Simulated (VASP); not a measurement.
# Sn (Immm) in VASP: notebook, part 2 of 2

VASP 6.6.1. The steps go on from the part before.

## (3) Single point, PBEsol

This run uses another cell than the first one, of 28.67 Å³/atom, 1.032 times its volume.

Contents of INCAR:

```
PREC = Accurate
ENCUT = 520
EDIFF = 1E-6
ISMEAR = -1
SIGMA = 0.1
LREAL = False
LASPH = True
NELM = 100
ALGO = Normal
ISIF = 2
LWAVE = False
LCHARG = True
GGA = PS
LELF = True
LVHAR = True
NBANDS = 13
```

Contents of KPOINTS:

```
regular mesh
0
Gamma
  8 8 8
```

Contents of POSCAR:

```
Sn
1.0
   -1.7265400000      1.7755500000      2.3383400000
    1.7265400000     -1.7755500000      2.3383400000
    1.7265400000      1.7755500000     -2.3383400000
Sn
1
Direct
    0.0033238040     -0.0009931105     -0.0019548735
```

Potentials or basis: VASP PAW PBE potentials, release 64 (Sn_d).

Run with:

```
$ cat potpaw_PBE.64/Sn_d/POTCAR > POTCAR
$ mpirun -np 1 vasp_std > vasp.out
```

Run time: 25 s. Hardware: 1 thread of Intel Xeon 6975P-C (Granite Rapids), shared host; peak memory 0.17 GiB.

Results (log left out):

- Free energy: -4.2299 eV
- Pressure: -3.8 GPa
- Band gap on the k mesh: zero (band 7 reaches 14.37 eV, above the bottom of band 8 at 5.81 eV)

Stress tensor (GPa, compression positive):
```
-3.92  0.00  0.00
 0.00 -3.31  0.00
 0.00  0.00 -4.05
```

Levels at points of the mesh, in eV from the Fermi level:
```tsv
k point	band 4	band 5	band 6	band 7	band 8	band 9	band 10	band 11
(0.00, 0.00, 0.00)	-21.45	-21.41	-10.84	6.95	7.09	7.50	10.56	11.07
(0.50, 0.00, 0.00)	-21.38	-21.36	-6.91	-4.46	5.17	5.92	9.62	10.02
(0.00, 0.50, 0.00)	-21.37	-21.36	-6.66	-4.40	4.75	5.62	9.13	9.59
(0.50, 0.50, 0.00)	-21.36	-21.34	-5.29	-3.64	2.00	2.37	5.45	5.86
(0.50, 0.50, 0.50)	-21.34	-21.34	-4.53	-3.14	1.15	1.78	4.55	5.40
```

Caveat: the PAW data sets were made with another functional, which shifts forces and pressure a little; spin-orbit coupling is left out, which moves the levels of the heavy elements.

## (4) Single point, PBEsol

This run uses another cell than the first one, of 23.50 Å³/atom, 0.846 times its volume.

Contents of INCAR:

```
  ALGO = Normal
  EDIFF = 1E-7
  ENCUT = 520
  GGA = PS
  ISIF = 2
  ISMEAR = -1
  LASPH = T
  LCHARG = F
  LREAL = F
  LWAVE = F
  NBANDS = 13
  NELM = 100
  PREC = Accurate
  SIGMA = 0.1
```

Contents of KPOINTS:

```
k-points
0
Gamma
  8 8 8
```

Contents of POSCAR:

```
Sn
1.0
   -1.6111521153      1.6750057500      2.1770621575
    1.6111521153     -1.6750057500      2.1770621575
    1.6111521153      1.6750057500     -2.1770621575
Sn
1
Direct
    0.0033238040     -0.0009931105     -0.0019548735
```

Run with:

```
$ cat potpaw_PBE.64/Sn_d/POTCAR > POTCAR
$ mpirun -np 1 vasp_std > vasp.out
```

Run time: 10 s. Hardware: 1 thread of Intel Xeon 6975P-C, shared host; peak memory 0.15 GiB.

The run converged. Its results:

```yaml
Free_energy: -4.1866 eV
Pressure: 8.8 GPa
Band_gap_on_the_k_mesh: zero (band 7 reaches 18.39 eV, above the bottom of band 8 at 7.80 eV)
```

Stress tensor (GPa, compression positive):
```
 8.70  0.00  0.00
 0.00 10.28  0.00
 0.00  0.00  7.32
```

Levels at points of the mesh, in eV from the Fermi level:
```csv
k point,band 4,band 5,band 6,band 7,band 8,band 9,band 10,band 11
"(0.00, 0.00, 0.00)",-21.57,-21.51,-12.41,8.41,8.60,9.41,10.82,12.16
"(0.50, 0.00, 0.00)",-21.45,-21.41,-7.37,-5.63,6.30,7.29,10.27,11.17
"(0.00, 0.50, 0.00)",-21.43,-21.41,-6.94,-5.52,5.58,6.66,10.30,10.33
"(0.50, 0.50, 0.00)",-21.41,-21.37,-5.23,-4.63,2.24,2.68,6.20,6.25
"(0.50, 0.50, 0.50)",-21.39,-21.38,-4.08,-3.93,0.97,2.02,4.73,5.81
```

Caveat: the PAW data sets were made with another functional, which shifts forces and pressure a little; spin-orbit coupling is left out, which moves the levels of the heavy elements.

## (5) Single point, PBEsol

This run uses another cell than the first one, of 26.51 Å³/atom, 0.954 times its volume.

Contents of INCAR:

```
PREC     = Accurate       # precision mode
ENCUT    = 520            # plane-wave cutoff, eV
EDIFF    = 1E-6           # SCF threshold, eV
ISMEAR   = -1             # smearing method
SIGMA    = 0.1            # smearing width, eV
LREAL    = F              # projectors in reciprocal space
LASPH    = T              # aspherical terms in the spheres
NELM     = 100            # most SCF steps
ALGO     = Normal         # electronic algorithm
ISIF     = 2              # what is computed and relaxed
LWAVE    = F              # write WAVECAR
LCHARG   = F              # write CHGCAR
GGA      = PS             # functional
NBANDS   = 13             # bands
```

Contents of KPOINTS:

```
regular mesh
0
Gamma
  8 8 8
```

Contents of POSCAR:

```
Sn
1.0
   -1.6800906262      1.7352070644      2.2733732264
    1.6800906262     -1.7352070644      2.2733732264
    1.6800906262      1.7352070644     -2.2733732264
Sn
1
Direct
    0.0033238040     -0.0009931105     -0.0019548735
```

Run with:

```
$ cat potpaw_PBE.64/Sn_d/POTCAR > POTCAR
$ mpirun -np 1 vasp_std > vasp.out
```

Run time: 24 s. Hardware: 1 thread of Intel Xeon 6975P-C, shared host; peak memory 0.17 GiB.

Results (log left out):

```
Free energy            : -4.2579 eV
Pressure               : -0.2 GPa
Band gap on the k mesh : zero (band 7 reaches 15.88 eV, above the bottom of band 8 at 6.55 eV)
```

Stress tensor (GPa, compression positive):
```
-0.40  0.00  0.00
 0.00  0.64  0.00
 0.00  0.00 -0.75
```

Levels at points of the mesh, in eV from the Fermi level:
| k point | band 4 | band 5 | band 6 | band 7 | band 8 | band 9 | band 10 | band 11 |
| --- | --- | --- | --- | --- | --- | --- | --- | --- |
| (0.00, 0.00, 0.00) | -21.48 | -21.43 | -11.41 | 7.52 | 7.69 | 8.22 | 10.67 | 11.48 |
| (0.50, 0.00, 0.00) | -21.39 | -21.36 | -7.07 | -4.89 | 5.61 | 6.45 | 10.14 | 10.25 |
| (0.00, 0.50, 0.00) | -21.37 | -21.36 | -6.76 | -4.81 | 5.08 | 6.04 | 9.65 | 9.87 |
| (0.50, 0.50, 0.00) | -21.36 | -21.34 | -5.25 | -4.00 | 2.10 | 2.50 | 5.72 | 6.00 |
| (0.50, 0.50, 0.50) | -21.35 | -21.34 | -4.35 | -3.43 | 1.10 | 1.88 | 4.62 | 5.54 |

Caveat: the PAW data sets were made with another functional, which shifts forces and pressure a little; spin-orbit coupling is left out, which moves the levels of the heavy elements.

## (6) Single point, PBEsol

This run uses another cell than the first one, of 26.37 Å³/atom, 0.949 times its volume.

Contents of INCAR:

```
ALGO     = Normal         # electronic algorithm
EDIFF    = 1E-6           # SCF threshold, eV
ENCUT    = 520            # plane-wave cutoff, eV
GGA      = PS             # functional
ISIF     = 2              # what is computed and relaxed
ISMEAR   = -1             # smearing method
LASPH    = T              # aspherical terms in the spheres
LCHARG   = F              # write CHGCAR
LREAL    = F              # projectors in reciprocal space
LWAVE    = F              # write WAVECAR
NBANDS   = 13             # bands
NELM     = 100            # most SCF steps
PREC     = Accurate       # precision mode
SIGMA    = 0.1            # smearing width, eV
```

Contents of KPOINTS:

```
k-points
0
Gamma
  8 8 8
```

Contents of POSCAR:

```
Sn
1.0
   -1.6705228024      1.7566074943      2.2469735448
    1.6705228024     -1.7566074943      2.2469735448
    1.6705228024      1.7566074943     -2.2469735448
Sn
1
Direct
    0.0033238040     -0.0009931105     -0.0019548735
```

Potentials or basis: VASP PAW PBE potentials, release 64 (Sn_d).

Run with:

```
$ cat potpaw_PBE.64/Sn_d/POTCAR > POTCAR
$ mpirun -np 1 vasp_std > vasp.out
```

OUTCAR:

```text
EDIFF = 1E-6
   ENCUT = 520
   GGA = PS
   ISIF = 2
   ISMEAR = -1
   LASPH = T
   LREAL = F
   NELM = 100
   PREC = Accurate

 ion  position               nearest neighbor table
   1  0.003  0.999  0.998-

  LATTYP: Found a body centered orthorhombic cell.
 ALAT       =     3.3410456048
 B/A-ratio  =     1.0515315875
 C/A-ratio  =     1.3450720586

  Lattice vectors:

 A1 = (  -1.6705228024,   1.7566074943,   2.2469735448)
[... 565 lines left out ...]
     12      24.4559      0.00000
     13      25.0145      0.00000

 [... further k-points ...]

------------------------ aborting loop because EDIFF is reached ----------------------------------------

  FORCE on cell =-STRESS in cart. coord.  units (eV):
  Direction    XX          YY          ZZ          XY          YZ          ZX
  --------------------------------------------------------------------------------------
  -------------------------------------------------------------------------------------
  Total        0.0041858      0.0783576     -0.0670547      0.0000000      0.0000000      0.0000000
  in kB        0.2542781      4.7599957     -4.0733807      0.0000000      0.0000000      0.0000000
  external PRESSURE =       0.3136310 kB  Pullay stress =       0.0000000 kB

 VOLUME and BASIS-vectors are now :
 -----------------------------------------------------------------------------
  energy-cutoff  :      520.00
  volume of cell :       26.37
      direct lattice vectors                 reciprocal lattice vectors
    -1.670522802  1.756607494  2.246973545     0.000000000  0.284639569  0.222521534
     1.670522802 -1.756607494  2.246973545     0.299307498  0.000000000  0.222521534
     1.670522802  1.756607494 -2.246973545     0.299307498  0.284639569  0.000000000

 POSITION                                       TOTAL-FORCE (eV/Angst)
 -----------------------------------------------------------------------------------
      3.33057      0.00415      0.00963        -0.000000      0.000000      0.000000
 -----------------------------------------------------------------------------------
    total drift:                               -0.000000      0.000011      0.000023

  FREE ENERGIE OF THE ION-ELECTRON SYSTEM (eV)
  ---------------------------------------------------
  free  energy   TOTEN  =        -4.2605487848 eV

  energy  without entropy=       -4.2474126001  energy(sigma->0) =       -4.25398069
```

OSZICAR:

```text
N       E                     dE             d eps       ncg     rms          rms(c)
DAV:   1     0.798472294021E+02    0.79847E+02   -0.70915E+03  2563   0.163E+03
DAV:   2     0.120279010921E+01   -0.78644E+02   -0.76003E+02  2610   0.341E+02
DAV:   3    -0.417186713479E+01   -0.53747E+01   -0.53524E+01  2915   0.726E+01
DAV:   4    -0.427858717948E+01   -0.10672E+00   -0.10670E+00  3033   0.109E+01
DAV:   5    -0.428201560464E+01   -0.34284E-02   -0.34283E-02  3186   0.191E+00    0.142E+00
DAV:   6    -0.426587062459E+01    0.16145E-01   -0.16455E-02  3150   0.231E+00    0.757E-01
DAV:   7    -0.426085680316E+01    0.50138E-02   -0.90567E-03  3245   0.162E+00    0.118E-01
DAV:   8    -0.426054827005E+01    0.30853E-03   -0.71409E-04  3045   0.464E-01    0.196E-02
DAV:   9    -0.426054853682E+01   -0.26677E-06   -0.13025E-05  3473   0.433E-02    0.116E-02
DAV:  10    -0.426054878484E+01   -0.24801E-06   -0.72886E-07  2095   0.941E-03
   1 F= -.42605488E+01 E0= -.42539807E+01  d E =-.131362E-01
```

It took 22 s on 1 thread of Intel Xeon 6975P-C, shared host; peak memory 0.17 GiB.

What came out:

- Free energy: -4.2605 eV
- Pressure: 0.0 GPa
- Band gap on the k mesh: zero (band 7 reaches 15.83 eV, above the bottom of band 8 at 6.60 eV)

Caveat: the PAW data sets were made with another functional, which shifts forces and pressure a little; spin-orbit coupling is left out, which moves the levels of the heavy elements.

## (7) Overview

| cell | gap on the mesh (eV) | pressure (GPa) |
| --- | --- | --- |
| a = 3.308 Å, angles 111.5, 111.0, 106.0°, 1 atom | none | -2.9 |
| a = 3.406 Å, angles 119.1, 117.2, 93.3°, 1 atom | none | -3.8 |
| a = 3.185 Å, angles 119.2, 116.5, 93.7°, 1 atom | none | 8.8 |
| a = 3.317 Å, angles 119.1, 116.9, 93.5°, 1 atom | none | -0.2 |
| a = 3.305 Å, angles 119.3, 115.8, 94.3°, 1 atom | none | 0.0 |

Alike in all rows: task single point; level PBEsol; potentials or basis VASP PAW PBE potentials, release 64 (Sn_d); no spin polarisation; k mesh 8 × 8 × 8; cutoff (eV) 520; smearing fermi-dirac 0.1 eV.

Caveats: the PAW data sets were made with another functional, which shifts forces and pressure a little; spin-orbit coupling is left out, which moves the levels of the heavy elements.

Total energies depend on the potentials used, so only differences within one code and one set of settings carry meaning.
